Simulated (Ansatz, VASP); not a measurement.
# Two plane-wave programs on C

The input POSCAR:

```
C
1.0
    0.0000000000      1.7801241411      1.7801241411
    1.7801241411      0.0000000000      1.7801241411
    1.7801241411      1.7801241411      0.0000000000
C
2
Direct
    0.0000000000      0.0000000000      0.0000000000
    0.2500000000      0.2500000000      0.2500000000
```

Contents of INCAR.step1:

```
SYSTEM = C
ALGO     = Normal         ! electronic algorithm
EDIFF    = 1E-5           ! SCF threshold, eV
ENCUT    = 520            ! plane-wave cutoff, eV
GGA      = PE             ! functional
GGA_COMPAT= .FALSE.      
ISIF     = 2              ! what is computed and relaxed
ISMEAR   = 0              ! smearing method
LASPH    = .TRUE.         ! aspherical terms in the spheres
LCHARG   = .FALSE.        ! write CHGCAR
LREAL    = .FALSE.        ! projectors in reciprocal space
LWAVE    = .TRUE.         ! write WAVECAR
NBANDS   = 11             ! bands
NELM     = 120            ! most SCF steps
PREC     = Accurate       ! precision mode
SIGMA    = 0.01           ! smearing width, eV
```

The input INCAR.step2:

```
SYSTEM = C
AEXX     = 0.75           ! exact-exchange fraction
ALGO     = Normal         ! electronic algorithm
EDIFF    = 1E-6           ! SCF threshold, eV
ENCUT    = 520            ! plane-wave cutoff, eV
GGA      = PE             ! functional
GGA_COMPAT= .FALSE.      
HFSCREEN = 0.3            ! screening, 1/A
ISIF     = 2              ! what is computed and relaxed
ISMEAR   = 0              ! smearing method
ISTART   = 1            
LASPH    = .TRUE.         ! aspherical terms in the spheres
LCHARG   = .FALSE.        ! write CHGCAR
LHFCALC  = .TRUE.         ! exact exchange
LREAL    = .FALSE.        ! projectors in reciprocal space
LWAVE    = .FALSE.        ! write WAVECAR
NBANDS   = 11             ! bands
NELM     = 120            ! most SCF steps
PREC     = Accurate       ! precision mode
PRECFOCK = Normal       
SIGMA    = 0.01           ! smearing width, eV
```

Contents of KPOINTS:

```
k-points
0
G
  6 6 6
  0 0 0
```

Input for Ansatz:

```yaml
crystal:
  lattice:
    - [0.0, 1.7801241411, 1.7801241411]
    - [1.7801241411, 0.0, 1.7801241411]
    - [1.7801241411, 1.7801241411, 0.0]
  atoms:
    - { symbol: C, position: [0.0, 0.0, 0.0] }
    - { symbol: C, position: [0.25, 0.25, 0.25] }
kpoints:
  mp_grid: { grid: [6, 6, 6] }
hamiltonian:
  xc: { exchange: pbe, correlation: pbe, exx: { coeff: 0.75, omega: 0.3 } }
scf:
  occupations: { method: fixed }
  n_extra_bands: 4
output:
  forces: true
  stress: true
  eigenvalues: true
```

Alike in both runs: task single point; functional PBE-based screened hybrid; k mesh 6 × 6 × 6; no spin polarisation.

|  | VASP | Ansatz |
| --- | --- | --- |
| version | VASP 6.6.1 | Ansatz 0.2.0 |
| potentials or method | VASP PAW PBE potentials, release 64 (C) | plane waves |
| plane-wave cutoff (eV) | 520 | 420 |
| occupations | gaussian, width 0.01 eV | fixed |
| valence electrons in the cell | 8 | 8 |

Ansatz gave:

* gap on the k mesh at the Fermi level (eV): 7.10
* pressure (GPa): -22.9

Question: Estimate VASP's values.

Answer: gap on the k mesh at the Fermi level (eV): 7.09; pressure (GPa): -21.6.

VASP's potentials were made for PBE, not for PBE-based screened hybrid. Ansatz's warnings: stress exchange threshold loose, stress scf threshold loose.

The k mesh is coarse, so the values compare programs but aren't converged.
